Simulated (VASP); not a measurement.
A run of VASP 6.6.1:

File INCAR:

```
SYSTEM = GdN
PREC = Accurate
ENCUT = 520
EDIFF = 1E-8
ISMEAR = -1
SIGMA = 0.05
LREAL = .FALSE.
LASPH = .TRUE.
NELM = 150
ALGO = Normal
ISIF = 2
LWAVE = .FALSE.
LCHARG = .FALSE.
ISPIN = 2
MAGMOM = 7 0
LORBIT = 11
LMAXMIX = 6
GGA = PE
LEFG = .TRUE.
NBANDS = 22
```

The input KPOINTS:

```
Automatic mesh
0
G
  11 11 11
  0 0 0
```

Contents of POSCAR:

```
GdN
1.0
    0.0000000000      2.5201579616      2.5201579616
    2.5201579616      0.0000000000      2.5201579616
    2.5201579616      2.5201579616      0.0000000000
Gd N
1 1
Direct
    0.0000000000      0.0000000000      0.0000000000
    0.5000000000      0.5000000000      0.5000000000
```

Potentials or basis: VASP PAW PBE potentials, release 64 (Gd, N).

The run is started by

```bash
$ cat potpaw_PBE.64/Gd/POTCAR potpaw_PBE.64/N/POTCAR > POTCAR
$ mpirun -np 1 vasp_std > vasp.out
```

Hardware: 1 thread of Intel Xeon 8259CL, on a shared host.

Problem. How long does it take, and how much memory?

Solution. It took 7.3 min on 1 thread of Intel Xeon 8259CL, with other jobs on the host, peak memory 0.24 GiB. Counts: scf iterations 39, k points 56.
